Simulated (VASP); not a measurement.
# HC12 in VASP: notebook

Runs on HC12. Level: PBE. Tasks: single point.

All numbers are computed with VASP 6.6.1; they aren't measurements. Logs are shortened: lines on timing, memory, paths and dates and some standing lists are left out, and cuts for length are marked.

## Step 1: The cell of the first run

The cell holds a slab with vacuum, 26 atoms: a = 5.051 Å, b = 5.051 Å, c = 22.375 Å, α = 90.00°, β = 90.00°, γ = 90.00°.

## Step 2: Single point, PBE

The input, INCAR:

```
  PREC = Accurate
  ENCUT = 520
  EDIFF = 1E-6
  ISMEAR = 0
  SIGMA = 0.05
  LREAL = Auto
  LASPH = T
  NELM = 100
  ALGO = Normal
  ISIF = 2
  LWAVE = F
  LCHARG = F
  LDIPOL = T
  IDIPOL = 3
  DIPOL = 0.5 0.5 0.289
  GGA = PE
  NBANDS = 68
```

The input, KPOINTS:

```
Automatic mesh
0
Gamma
  5 5 1
```

The input, POSCAR:

```
HC12
1.0
    5.0509324483      0.0000000000      0.0000000000
    0.0000000000      5.0509324483      0.0000000000
    0.0000000000      0.0000000000     22.3754933530
C H
24 2
Direct
    0.0000000000      0.2500000000      0.1787670080
    0.0000000000      0.7500000000      0.1787670080
    0.5000000000      0.2500000000      0.1787670080
    0.5000000000      0.7500000000      0.1787670080
    0.0000000000      0.0000000000      0.2186716990
    0.0000000000      0.5000000000      0.2186716990
    0.5000000000      0.0000000000      0.2186716990
    0.5000000000      0.5000000000      0.2186716990
    0.2500000000      0.0000000000      0.2585763899
    0.2500000000      0.5000000000      0.2585763899
    0.7500000000      0.0000000000      0.2585763899
    0.7500000000      0.5000000000      0.2585763899
    0.2500000000      0.2500000000      0.2976014419
    0.2500000000      0.7500000000      0.2976014419
    0.7500000000      0.2500000000      0.2976014419
    0.7500000000      0.7500000000      0.2976014419
    0.0000000000      0.2500000000      0.3394883053
    0.0000000000      0.7500000000      0.3394883053
    0.5000000000      0.2500000000      0.3394883053
    0.5000000000      0.7500000000      0.3394883053
    0.0000000000      0.0000000000      0.3743154719
    0.0000000000      0.5000000000      0.3743154719
    0.5000000000      0.0000000000      0.3743154719
    0.5000000000      0.5000000000      0.3743154719
    0.9090266986      0.3750000000      0.4230294816
    1.0909733014      0.3750000000      0.4230294816
```

Potentials or basis: VASP PAW PBE potentials, release 64 (C, H).

Command:

```bash
> cat potpaw_PBE.64/C/POTCAR potpaw_PBE.64/H/POTCAR > POTCAR
> mpirun -np 1 vasp_std > vasp.out
```

OUTCAR:

```text
PREC = Accurate
   ENCUT = 520
   EDIFF = 1E-6
   ISMEAR = 0
   LREAL = Auto
   LASPH = T
   NELM = 100
   ISIF = 2
   GGA = PE

 ion  position               nearest neighbor table
   1  0.000  0.250  0.179-   5 1.55   6 1.55
   2  0.000  0.750  0.179-   5 1.55   6 1.55
   3  0.500  0.250  0.179-   7 1.55   8 1.55
   4  0.500  0.750  0.179-   7 1.55   8 1.55
   5  0.000  0.000  0.219-   9 1.55  11 1.55   1 1.55   2 1.55
   6  0.000  0.500  0.219-  10 1.55  12 1.55   1 1.55   2 1.55
   7  0.500  0.000  0.219-   9 1.55  11 1.55   3 1.55   4 1.55
   8  0.500  0.500  0.219-  10 1.55  12 1.55   3 1.55   4 1.55
   9  0.250  0.000  0.259-  13 1.54  14 1.54   5 1.55   7 1.55
  10  0.250  0.500  0.259-  13 1.54  14 1.54   6 1.55   8 1.55
[... 8 lines left out ...]
  19  0.500  0.250  0.339-  23 1.48  24 1.48  13 1.57  15 1.57
  20  0.500  0.750  0.339-  23 1.48  24 1.48  14 1.57  16 1.57
  21  0.000  0.000  0.374-  17 1.48  18 1.48
  22  0.000  0.500  0.374-  25 1.34  26 1.34  17 1.48  18 1.48
  23  0.500  0.000  0.374-  19 1.48  20 1.48
  24  0.500  0.500  0.374-  19 1.48  20 1.48
  25  0.909  0.375  0.423-  22 1.34
  26  0.091  0.375  0.423-  22 1.34

  LATTYP: Found a simple tetragonal cell.
 ALAT       =     5.0509324483
 C/A-ratio  =     4.4299727985

  Lattice vectors:

 A1 = (   5.0509324483,   0.0000000000,   0.0000000000)
 A2 = (   0.0000000000,   5.0509324483,   0.0000000000)
 A3 = (   0.0000000000,   0.0000000000,  22.3754933530)

Analysis of symmetry for initial positions (statically):
=====================================================================
 Subroutine PRICEL returns:
 Original cell was already a primitive cell.

 Routine SETGRP: Setting up the symmetry group for a
 simple tetragonal supercell.

 Subroutine GETGRP returns: Found  2 space group operations
 (whereof  2 operations were pure point group operations)
 out of a pool of 16 trial point group operations.

The static configuration has the point symmetry C_1h.

Analysis of symmetry for dynamics (positions and initial velocities):
=====================================================================
 Subroutine PRICEL returns:
 Original cell was already a primitive cell.

 Routine SETGRP: Setting up the symmetry group for a
 simple tetragonal supercell.

 Subroutine GETGRP returns: Found  2 space group operations
[... 145 lines left out ...]
   PSTRESS=    0.0 pullay stress
   NELECT =      98.0000    total number of electrons
   NUPDOWN=      -1.0000    fix difference up-down
   EMIN   =  10.00;   EMAX   =-10.00  energy-range for DOS
   EFERMI =   0.00;   METHOD = LEGACY
   ISMEAR =     0;   SIGMA  =   0.05  broadening in eV -4-tet -1-fermi 0-gaus
   EFERMI_NEDOS =   21; number of points for ismear=-14 and -15
   IALGO  =     38    algorithm
   IMIX   =      4    mixing-type and parameters
     AMIX     =   0.40;   BMIX     =  1.00
     AMIX_MAG =   1.60;   BMIX_MAG =  1.00
  volume/ion in A,a.u.               =      21.96       148.16
  Fermi-wavevector in a.u.,A,eV,Ry     =   0.909868  1.719401 11.263710  0.827859
  Thomas-Fermi vector in A             =   2.033963
   LORBIT       =      0    0 simple, 1 ext, 2 COOP (PROOUT), +10 PAW based schemes
   GGA     = PE    functional components
   LHFCALC =     F    Hartree Fock is set to
   AEXX    =    0.0000 exact exchange contribution
   IVDW    =     0    specifies the selected vdW correction
   LEPSILON=     F    determine dielectric tensor
   LRPA    =     F    only Hartree local field effects (RPA)
 non-spin polarized calculation
 Gauss-broadening in eV      SIGMA  =   0.05
  energy-cutoff  :      520.00
  volume of cell :      570.84
 maximum number of plane-waves:     15407
 NGX is ok and might be reduce to    40
   NGX = 19   NGY = 19   NGZ = 83

 dipolmoment           0.000000      0.000000      0.427828 electrons x Angstroem

 number of electron      98.0000007 magnetization

 dipolmoment           0.000000      0.000000     -0.309205 electrons x Angstroem

 Free energy of the ion-electron system (eV)
  ---------------------------------------------------
  ext. energy  EPLUGINS =         0.00000000
  ---------------------------------------------------
  free energy    TOTEN  =      -198.40542595 eV

  energy without entropy =     -198.39429630  energy(sigma->0) =     -198.39986113

 E-fermi :  -2.4344     XC(G=0):  -4.2634

 val. band max:       -2.4618726578   @ k =   0.4000   0.0000   0.0000
 cond. band min:      -2.4294433383   @ k =   0.2000   0.0000   0.0000
 fundamental gap:      0.0324293196
 Fermi energy:        -2.4343713888

 k-point     1 :       0.0000    0.0000    0.0000
  band No.  band energies     occupation
      1     -23.3142      2.00000
      2     -20.7509      2.00000
      3     -19.1724      2.00000
      4     -19.1142      2.00000
      5     -19.0482      2.00000
      6     -18.9301      2.00000
[... 565 lines left out ...]
     60       4.2787      0.00000
     61       4.7042      0.00000
 [bands above 61 left out]

------------------------ aborting loop because EDIFF is reached ----------------------------------------

 vacuum level on the upper side and lower side of the slab       (xc-potential included)        -1.199         0.938

  FORCE on cell =-STRESS in cart. coord.  units (eV):
  Direction    XX          YY          ZZ          XY          YZ          ZX
  --------------------------------------------------------------------------------------
  -------------------------------------------------------------------------------------
  Total      -20.6382108     -5.8203113     -5.6933276      0.0000000      4.1605474      0.0000000
  in kB      -57.9251126    -16.3358243    -15.9794202      0.0000000     11.6773775      0.0000000
  external PRESSURE =     -30.0801190 kB  Pullay stress =       0.0000000 kB

 VOLUME and BASIS-vectors are now :
 -----------------------------------------------------------------------------
  energy-cutoff  :      520.00
  volume of cell :      570.84
      direct lattice vectors                 reciprocal lattice vectors
     5.050932448  0.000000000  0.000000000     0.197983246  0.000000000  0.000000000
     0.000000000  5.050932448  0.000000000     0.000000000  0.197983246  0.000000000
     0.000000000  0.000000000 22.375493353     0.000000000  0.000000000  0.044691752

 POSITION                                       TOTAL-FORCE (eV/Angst)
 -----------------------------------------------------------------------------------
      0.00000      1.26273      4.00000         0.000000      0.017427      2.126360
      0.00000      3.78820      4.00000         0.000000     -0.024675      2.124432
      2.52547      1.26273      4.00000         0.000000      0.044705      2.204930
      2.52547      3.78820      4.00000         0.000000     -0.053575      2.185644
      0.00000      0.00000      4.89289         0.000000      0.013811     -2.560412
      0.00000      2.52547      4.89289         0.000000      0.008646     -2.498754
[... 18 lines left out ...]
      4.59143      1.89410      9.46549        -1.791593      1.679478     -0.801798
      0.45950      1.89410      9.46549         1.791593      1.679478     -0.801798
 -----------------------------------------------------------------------------------
    total drift:                               -0.000000      0.000062      0.044452

  FREE ENERGIE OF THE ION-ELECTRON SYSTEM (eV)
  ---------------------------------------------------
  free  energy   TOTEN  =      -198.4054259473 eV

  energy  without entropy=     -198.3942963027  energy(sigma->0) =     -198.39986113

 vacuum level on the upper side and lower side of the slab         2.777         4.962
```

OSZICAR:

```text
N       E                     dE             d eps       ncg     rms          rms(c)
DAV:   1     0.793782122276E+03    0.79378E+03   -0.41449E+04  1224   0.119E+03
DAV:   2    -0.924385803040E+02   -0.88622E+03   -0.83936E+03  1772   0.286E+02
DAV:   3    -0.201617807700E+03   -0.10918E+03   -0.10736E+03  1464   0.103E+02
[... 22 lines left out ...]
DAV:  26    -0.198405414554E+03   -0.94748E-05   -0.27238E-07   920   0.169E-03    0.701E-04
DAV:  27    -0.198405421081E+03   -0.65274E-05   -0.21604E-07   984   0.116E-03    0.470E-04
DAV:  28    -0.198405423939E+03   -0.28575E-05   -0.77579E-08   952   0.760E-04    0.159E-04
DAV:  29    -0.198405425590E+03   -0.16513E-05   -0.52885E-08   972   0.560E-04    0.142E-04
DAV:  30    -0.198405425947E+03   -0.35719E-06   -0.15281E-08   912   0.340E-04
   1 F= -.19840543E+03 E0= -.19839986E+03  d E =-.111296E-01
```

stdout:

```text
POSCAR found type information on POSCAR C H
 POSCAR found :  2 types and      26 ions
 scaLAPACK will be used
 LDA part: xc-table for (Slater+PW92), standard interpolation
 POSCAR, INCAR and KPOINTS ok, starting setup
 FFT: planning ... GRIDC
 FFT: planning ... GRID_SOFT
 FFT: planning ... GRID
 WAVECAR not read
 entering main loop
```

Run time: 7.6 min. Hardware: 1 thread of Intel Xeon 6975P-C (Granite Rapids), shared host; peak memory 0.64 GiB.

Results:

| Quantity | Value |
| --- | --- |
| Free energy | -198.4054 eV |
| Largest force | 4.640 eV/Å |
| Band gap on the k mesh | zero (bands 49 and 50 overlap by 0.27 eV) |

Forces on the atoms (eV/Å):
```
C    0.000  0.017  2.126
C    0.000 -0.025  2.124
C    0.000  0.045  2.205
C    0.000 -0.054  2.186
C    0.000  0.014 -2.560
C    0.000  0.009 -2.499
C    0.000 -0.078 -2.452
C    0.000  0.031 -2.596
C    0.119  0.062  0.119
C    0.215 -0.050  0.217
C   -0.119  0.062  0.119
C   -0.215 -0.050  0.217
C   -0.269 -0.029 -0.034
C   -0.093 -0.257  0.195
C    0.269 -0.029 -0.034
C    0.093 -0.257  0.195
C    0.000 -0.712 -2.018
C    0.000  1.411  0.599
C    0.000  0.036 -0.003
C    0.000  0.002  0.067
C    0.000  0.708  0.964
C    0.000 -4.051  2.263
C    0.000  0.173  0.013
C    0.000 -0.338  0.191
H   -1.792  1.679 -0.802
H    1.792  1.679 -0.802
```

Levels at points of the mesh, in eV from the Fermi level:
| k point | band 46 | band 47 | band 48 | band 49 | band 50 | band 51 | band 52 | band 53 |
| --- | --- | --- | --- | --- | --- | --- | --- | --- |
| (0.00, 0.00, 0.00) | -1.20 | -0.82 | -0.35 | -0.21 | -0.19 | 0.02 | 0.61 | 2.29 |

## Step 3: Single point, PBE

The input, INCAR:

```
SYSTEM = HC12
PREC = Accurate
ENCUT = 520
EDIFF = 1E-6
ISMEAR = 0
SIGMA = 0.05
LREAL = Auto
LASPH = .True.
NELM = 80
ALGO = Normal
ISIF = 2
LWAVE = .False.
LCHARG = .False.
LDIPOL = .True.
IDIPOL = 3
DIPOL = 0.5 0.5 0.291
GGA = PE
NBANDS = 68
```

The input, KPOINTS:

```
Automatic mesh
0
Gamma
  5 5 1
  0 0 0
```

Edit POSCAR of step 2 so:

```diff
@@ -32,3 +32,3 @@
     0.5000000000      0.5000000000      0.3743154719
-    0.9090266986      0.3750000000      0.4230294816
-    1.0909733014      0.3750000000      0.4230294816
+    0.9090266986      0.3750000000      0.4516322029
+    1.0909733014      0.3750000000      0.4516322029
```

Potentials or basis: VASP PAW PBE potentials, release 64 (C, H).

Command:

```bash
> cat potpaw_PBE.64/C/POTCAR potpaw_PBE.64/H/POTCAR > POTCAR
> mpirun -np 1 vasp_std > vasp.out
```

OUTCAR:

```text
SYSTEM = HC12
   PREC = Accurate
   ENCUT = 520
   EDIFF = 1E-6
   ISMEAR = 0
   LREAL = Auto
   LASPH = .True.
   NELM = 80
   ISIF = 2
   GGA = PE

 ion  position               nearest neighbor table
   1  0.000  0.250  0.179-   5 1.55   6 1.55
   2  0.000  0.750  0.179-   5 1.55   6 1.55
   3  0.500  0.250  0.179-   7 1.55   8 1.55
   4  0.500  0.750  0.179-   7 1.55   8 1.55
   5  0.000  0.000  0.219-   9 1.55  11 1.55   1 1.55   2 1.55
   6  0.000  0.500  0.219-  10 1.55  12 1.55   1 1.55   2 1.55
   7  0.500  0.000  0.219-   9 1.55  11 1.55   3 1.55   4 1.55
   8  0.500  0.500  0.219-  10 1.55  12 1.55   3 1.55   4 1.55
   9  0.250  0.000  0.259-  13 1.54  14 1.54   5 1.55   7 1.55
  10  0.250  0.500  0.259-  13 1.54  14 1.54   6 1.55   8 1.55
[... 8 lines left out ...]
  19  0.500  0.250  0.339-  23 1.48  24 1.48  13 1.57  15 1.57
  20  0.500  0.750  0.339-  23 1.48  24 1.48  14 1.57  16 1.57
  21  0.000  0.000  0.374-  17 1.48  18 1.48
  22  0.000  0.500  0.374-  17 1.48  18 1.48
  23  0.500  0.000  0.374-  19 1.48  20 1.48
  24  0.500  0.500  0.374-  19 1.48  20 1.48
  25  0.909  0.375  0.452-
  26  0.091  0.375  0.452-

  LATTYP: Found a simple tetragonal cell.
 ALAT       =     5.0509324483
 C/A-ratio  =     4.4299727985

  Lattice vectors:

 A1 = (   5.0509324483,   0.0000000000,   0.0000000000)
 A2 = (   0.0000000000,   5.0509324483,   0.0000000000)
 A3 = (   0.0000000000,   0.0000000000,  22.3754933530)

Analysis of symmetry for initial positions (statically):
=====================================================================
 Subroutine PRICEL returns:
 Original cell was already a primitive cell.

 Routine SETGRP: Setting up the symmetry group for a
 simple tetragonal supercell.

 Subroutine GETGRP returns: Found  2 space group operations
 (whereof  2 operations were pure point group operations)
 out of a pool of 16 trial point group operations.

The static configuration has the point symmetry C_1h.
[... 174 lines left out ...]
   LEPSILON=     F    determine dielectric tensor
   LRPA    =     F    only Hartree local field effects (RPA)
 non-spin polarized calculation
 Gauss-broadening in eV      SIGMA  =   0.05
  energy-cutoff  :      520.00
  volume of cell :      570.84
 maximum number of plane-waves:     15407
 NGX is ok and might be reduce to    40
   NGX = 19   NGY = 19   NGZ = 83

 dipolmoment           0.000000      0.000000      0.492539 electrons x Angstroem

 number of electron      98.0000008 magnetization

 dipolmoment           0.000000      0.000000     -0.260871 electrons x Angstroem

 Free energy of the ion-electron system (eV)
  ---------------------------------------------------
  ext. energy  EPLUGINS =         0.00000000
  ---------------------------------------------------
  free energy    TOTEN  =      -197.46039629 eV

  energy without entropy =     -197.45191812  energy(sigma->0) =     -197.45615721

 E-fermi :  -2.5794     XC(G=0):  -4.3307

 val. band max:       -2.5839607679   @ k =   0.2000   0.0000   0.0000
 cond. band min:      -2.5332120276   @ k =   0.0000   0.2000   0.0000
 fundamental gap:      0.0507487403
 Fermi energy:        -2.5794264553

 k-point     1 :       0.0000    0.0000    0.0000
  band No.  band energies     occupation
      1     -23.4645      2.00000
      2     -20.8098      2.00000
      3     -19.2929      2.00000
      4     -19.2837      2.00000
      5     -19.1324      2.00000
      6     -19.0585      2.00000
[... 565 lines left out ...]
     60       4.2118      0.00000
     61       4.5980      0.00000
 [bands above 61 left out]

------------------------ aborting loop because EDIFF is reached ----------------------------------------

 vacuum level on the upper side and lower side of the slab       (xc-potential included)        -1.023         0.777

  FORCE on cell =-STRESS in cart. coord.  units (eV):
  Direction    XX          YY          ZZ          XY          YZ          ZX
  --------------------------------------------------------------------------------------
  -------------------------------------------------------------------------------------
  Total      -25.9477250     -3.2365493     -6.8258126      0.0000000      0.0909752      0.0000000
  in kB      -72.8272865     -9.0839988    -19.1579573      0.0000000      0.2553395      0.0000000
  external PRESSURE =     -33.6897475 kB  Pullay stress =       0.0000000 kB

 VOLUME and BASIS-vectors are now :
 -----------------------------------------------------------------------------
  energy-cutoff  :      520.00
  volume of cell :      570.84
      direct lattice vectors                 reciprocal lattice vectors
     5.050932448  0.000000000  0.000000000     0.197983246  0.000000000  0.000000000
     0.000000000  5.050932448  0.000000000     0.000000000  0.197983246  0.000000000
     0.000000000  0.000000000 22.375493353     0.000000000  0.000000000  0.044691752

 POSITION                                       TOTAL-FORCE (eV/Angst)
 -----------------------------------------------------------------------------------
      0.00000      1.26273      4.00000         0.000000      0.025803      2.140687
      0.00000      3.78820      4.00000         0.000000     -0.027540      2.151018
      2.52547      1.26273      4.00000         0.000000      0.031016      2.099590
      2.52547      3.78820      4.00000         0.000000     -0.030903      2.073698
      0.00000      0.00000      4.89289         0.000000      0.000371     -2.621648
      0.00000      2.52547      4.89289         0.000000      0.002883     -2.597059
[... 18 lines left out ...]
      4.59143      1.89410     10.10549         2.160350      0.037973     -0.209904
      0.45950      1.89410     10.10549        -2.160350      0.037973     -0.209904
 -----------------------------------------------------------------------------------
    total drift:                                0.000000      0.000015      0.045136

  FREE ENERGIE OF THE ION-ELECTRON SYSTEM (eV)
  ---------------------------------------------------
  free  energy   TOTEN  =      -197.4603962928 eV

  energy  without entropy=     -197.4519181192  energy(sigma->0) =     -197.45615721

 vacuum level on the upper side and lower side of the slab         3.003         4.843
```

Wall time 7.2 min (1 thread of Intel Xeon 6975P-C (Granite Rapids), shared host); peak memory 0.65 GiB.

Results:

- Free energy: -197.4604 eV
- Largest force: 2.622 eV/Å
- Band gap on the k mesh: zero (bands 49 and 50 overlap by 0.24 eV)

Forces in eV/Å, atoms in the order of the input:
```
C    0.000  0.026  2.141
C    0.000 -0.028  2.151
C    0.000  0.031  2.100
C    0.000 -0.031  2.074
C    0.000  0.000 -2.622
C    0.000  0.003 -2.597
C    0.000 -0.046 -2.380
C    0.000  0.029 -2.455
C    0.043  0.037  0.271
C    0.163 -0.021  0.279
C   -0.043  0.037  0.271
C   -0.163 -0.021  0.279
C    0.162  0.068  0.050
C    0.125 -0.124  0.123
C   -0.162  0.068  0.050
C   -0.125 -0.124  0.123
C    0.000 -0.242  0.477
C    0.000  0.520  0.477
C    0.000  0.016 -0.309
C    0.000 -0.027  0.027
C    0.000  0.152  0.307
C    0.000 -0.421 -0.524
C    0.000  0.185 -0.053
C    0.000 -0.161  0.157
H    2.160  0.038 -0.210
H   -2.160  0.038 -0.210
```

Levels at points of the mesh, in eV from the Fermi level:
```csv
k point,band 45,band 46,band 47,band 48,band 49,band 50,band 51,band 52,band 53,band 54
"(0.00, 0.00, 0.00)",-1.45,-1.21,-0.70,-0.46,-0.22,-0.10,-0.02,0.50,0.91,2.50
```

The gap in the log of VASP goes by the Fermi energy; the results here count the filled bands.